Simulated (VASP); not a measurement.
The system is SnSe2.

```
Sn Se
1.0
     3.86439    0.00000    0.00000
    -1.93219    3.34666    0.00000
     0.00000    0.00000    6.22196
Sn Se
1 2
Direct
  0.00000 0.00000 0.00000
  0.33330 0.66670 0.24900
  0.66670 0.33330 0.75100
```

- Program: VASP 6.6.1
- Task: relaxation of cell and atoms
- Functional: r2SCAN
- Potentials or basis: VASP PAW PBE potentials, release 64 (Sn_d, Se)
- Cutoff: 600 eV
- k mesh: 6 × 6 × 4
- Occupations: gaussian, width 0.1491 eV
- Spin: no spin polarisation

At the start: pressure 0.5 GPa; volume 26.82 Å³/atom.

Task: Where does the relaxation end?

Result: Over 13 steps the energy falls by 3.6 meV/atom and the volume is 27.74 Å³/atom (+3.4 %); space group P-3m1 (No. 164, to 0.05 Å).

Step by step:
```tsv
step	energy change (eV)	largest force (eV/Å)	pressure (GPa)	volume (Å³)
1	0.0000	0.1307	0.53	80.47
2	-0.0043	0.1133	-0.51	81.50
3	-0.0046	0.0689	-0.32	81.31
4	-0.0064	0.0727	0.02	80.97
5	-0.0065	0.0731	0.10	80.89
6	-0.0072	0.0591	0.13	81.02
7	-0.0086	0.0156	0.20	81.44
8	-0.0097	0.0714	0.36	82.27
9	-0.0100	0.0601	0.28	82.45
10	-0.0105	0.0278	0.04	83.00
11	-0.0105	0.0129	-0.07	83.25
12	-0.0106	0.0097	-0.06	83.24
13	-0.0107	0.0008	-0.03	83.23
```

Final structure:
```
Sn Se
1.0
     3.84655    0.00001    0.00005
    -1.92326    3.33121   -0.00005
     0.00007   -0.00004    6.49533
Sn Se
1 2
Direct
  0.00000 0.00000 0.00000
  0.33332 0.66668 0.24204
  0.66668 0.33332 0.75796
```

Caveat: the PAW data sets were made with another functional, which shifts forces and pressure a little.
